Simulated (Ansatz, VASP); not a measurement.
**One calculation of Sb, two programs**

```
Sb
1.0
     3.08740    0.00000    0.00000
     0.00000    3.08740    0.00000
     0.00000    0.00000    3.08740
Sb
1
Cartesian
  0.0000 0.0000 0.0000
```

Alike in both runs: functional r2SCAN; k mesh 14 × 14 × 14; occupations gaussian, width 0.1 eV; no spin polarisation.

Ansatz relaxed the structure, and its values are those at the end. VASP's run is a single point on that final structure, the one shown.

|  | VASP | Ansatz |
| --- | --- | --- |
| version | VASP 6.6.1 | Ansatz 0.2.0 |
| potentials or method | VASP PAW PBE potentials, release 64 (Sb), cutoff 520 eV | scalar-relativistic, plane waves, PAW |
| valence electrons in the cell | 5 | 15 |

|  | VASP | Ansatz | Ansatz less VASP |
| --- | --- | --- | --- |
| gap on the k mesh at the Fermi level (eV) | none | none | - |
| pressure (GPa) | 0.0 | 0.0 | -0.02 |

VASP's potentials were made for PBE, not for r2SCAN. A gap of «none» marks a metal or a gap that the smearing closes. With one functional, cell and mesh, what is left measures potentials, basis and numerics. VASP's potentials hold 5 valence electrons a cell and Ansatz's 15, so a difference there can come from the potentials and not from the codes.

Neither program's run includes spin-orbit coupling.
